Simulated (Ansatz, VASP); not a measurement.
One calculation of MoS2, two programs

```
Mo S
1.0
     3.18507    0.00000    0.00000
    -1.59253    2.75835    0.00000
     0.00000    0.00000   13.91951
Mo S
2 4
Direct
  0.66667 0.33333 0.25000
  0.33333 0.66667 0.75000
  0.66667 0.33333 0.63778
  0.33333 0.66667 0.36222
  0.66667 0.33333 0.86222
  0.33333 0.66667 0.13778
```

Change from the starting cell: strain along c alone, the other axes held, atoms relaxed: -6.0 %.

Alike in both runs: functional PBE; k mesh 12 × 12 × 2; occupations gaussian, width 0.02 eV; no spin polarisation.

Ansatz relaxed the structure, and its values are those at the end. VASP's run is a single point on that final structure, the one shown.

```csv
,VASP,Ansatz
version,VASP 6.6.1,Ansatz 0.2.0
potentials or method,"VASP PAW PBE potentials, release 64 (Mo_sv, S), cutoff 520 eV","scalar-relativistic, plane waves, PAW"
valence electrons in the cell,52,52
```

Ansatz gave:

| Item | Value |
| --- | --- |
| gap on the k mesh at the Fermi level (eV) | 1.33 |
| least direct gap on the mesh (eV) | 1.65 |
| pressure (GPa) | 0.1 |
| rms of the force components (eV/Å) | 0.001 |

Problem. Which values does VASP return?

Solution. gap on the k mesh at the Fermi level (eV): 1.34; least direct gap on the mesh (eV): 1.66; pressure (GPa): 0.0; rms of the force components (eV/Å): 0.004.

Ansatz's warnings: stress scf threshold loose.
